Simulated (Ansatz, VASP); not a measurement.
# Al in VASP and in Ansatz

File INCAR:

```
SYSTEM = Al
PREC = Accurate
ENCUT = 520
EDIFF = 1E-7
ISMEAR = 1
SIGMA = 0.1
LREAL = .False.
LASPH = .True.
NELM = 150
ALGO = Normal
ISIF = 2
LWAVE = .False.
LCHARG = .False.
LNONCOLLINEAR = .True.
MAGMOM = 0.289 0.289 0.289
LORBIT = 11
GGA = PS
IVDW = 12
NBANDS = 14
```

File KPOINTS:

```
Automatic mesh
0
Gamma
  8 8 8
  0 0 0
```

The input POSCAR:

```
Al
1.0
    0.0000000000      2.0382146954      2.0382146954
    2.0382146954      0.0000000000      2.0382146954
    2.0382146954      2.0382146954      0.0000000000
Al
1
Direct
    0.0000000000      0.0000000000      0.0000000000
```

Contents of input.yaml:

```yaml
crystal:
  lattice:
    - [0.0, 2.0382146954, 2.0382146954]
    - [2.0382146954, 0.0, 2.0382146954]
    - [2.0382146954, 2.0382146954, 0.0]
  atoms:
    - { symbol: Al, position: [0.0, 0.0, 0.0], spin: 0.501, spin_axis: [0.57735, 0.57735, 0.57735] }
kpoints:
  mp_grid: { grid: [8, 8, 8] }
scf:
  occupations: { method: cold, width: 0.1 }
hamiltonian:
  xc: pbesol
  dispersion: d3bj
  pseudopotentials: { kind: all_electron, lapw: { basis_error: 0.001 } }
magnetization:
  noncollinear: true
output:
  forces: true
  stress: true
  eigenvalues: true
```

Change from the starting cell: volume scaled by 1.02.

Alike in both runs: task single point; functional PBEsol; dispersion D3(BJ); k mesh 8 × 8 × 8; non-collinear spin.

```csv
,VASP,Ansatz
version,VASP 6.6.1,Ansatz 0.2.0
potentials or method,"VASP PAW PBE potentials, release 64 (Al), cutoff 520 eV","all-electron LAPW, scalar-relativistic"
occupations,"methfessel-paxton of order 1, width 0.1 eV","cold, width 0.1 eV"
```

```csv
,VASP,Ansatz,Ansatz less VASP
gap on the k mesh at the Fermi level (eV),none,none,-
pressure (GPa),-6.3,-6.4,-0.06
net moment per atom (μB),0.00,0.00,0.000
```

VASP's potentials were made for PBE, not for PBEsol. A gap of «none» marks a metal or a gap that the smearing closes. Ansatz ran all-electron here, and VASP with PAW potentials.

Noted on Ansatz's run: the program listed the state as in doubt; the k mesh is thin for a metal, which can move the energy by tens of meV per atom.
